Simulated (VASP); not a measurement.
## Mo: single point with PBE

The system is Mo.

```
CELL_PARAMETERS angstrom
-1.57342 1.57342 1.57342
1.57342 -1.57342 1.57342
1.57342 1.57342 -1.57342
ATOMIC_POSITIONS crystal
Mo 0.00000 0.00000 0.00000
```

- Program: VASP 6.6.1
- Task: single point
- Functional: PBE
- Potentials or basis: VASP PAW PBE potentials, release 64 (Mo_sv)
- Cutoff: 500 eV
- k mesh: 13 × 13 × 13
- Occupations: gaussian, width 0.1 eV
- Spin: no spin polarisation

| Quantity | Value |
| --- | --- |
| Pressure | 3.8 GPa |
| Band gap on the k mesh | zero (bands 7 and 8 overlap by 4.99 eV) |

Levels at points of the mesh, in eV from the Fermi level:
| k point | band 5 | band 6 | band 7 | band 8 | band 9 | band 10 |
| --- | --- | --- | --- | --- | --- | --- |
| (0.00, 0.00, 0.00) | -7.39 | -1.51 | -1.51 | -1.51 | 1.53 | 1.53 |

Wall time 8 s on 1 thread of Intel(R) Xeon(R) Platinum 8375C CPU @ 2.90GHz (Ice Lake), on a shared host, peak memory 0.13 GiB.

Caveat: the cell stands under pressure.
